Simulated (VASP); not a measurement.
Here is a VASP 6.6.1 calculation.

The input INCAR:

```
ALGO     = Normal         # electronic algorithm
EDIFF    = 1E-6           # SCF threshold, eV
ENCUT    = 520            # plane-wave cutoff, eV
GGA      = PE             # functional
ISIF     = 2              # what is computed and relaxed
ISMEAR   = 0              # smearing method
LASPH    = True           # aspherical terms in the spheres
LCHARG   = False          # write CHGCAR
LREAL    = False          # projectors in reciprocal space
LWAVE    = False          # write WAVECAR
NBANDS   = 24             # bands
NELM     = 80             # most SCF steps
PREC     = Accurate       # precision mode
SIGMA    = 0.1            # smearing width, eV
```

KPOINTS

```
k-points
0
Gamma
  6 6 2
```

File POSCAR:

```
CsTaS2
1.0
    3.5438216439      0.0000000030      0.0000000000
   -1.7719108246      3.0690395686      0.0000000000
    0.0000000000      0.0000000000      8.2743083485
Cs Ta S
1 1 2
Direct
    0.3333333333      0.6666666667      0.5000000000
    0.6666666667      0.3333333333      0.0000000000
    0.0000000000      0.0000000000      0.1815726453
    0.0000000000      0.0000000000      0.8184273547
```

Potentials or basis: VASP PAW PBE potentials, release 64 (Cs_sv, Ta_pv, S).

Launch:

```bash
$ cat potpaw_PBE.64/Cs_sv/POTCAR potpaw_PBE.64/Ta_pv/POTCAR potpaw_PBE.64/S/POTCAR > POTCAR
$ mpirun -np 1 vasp_std > vasp.out
```

(1) Estimate the band gap on the k mesh.

(2) Estimate the pressure.

Results:

(1) 0.14 eV, indirect (least direct gap 0.63 eV).

(2) 0.1 GPa.

Caveat: spin-orbit coupling is left out, which moves the levels of the heavy elements.
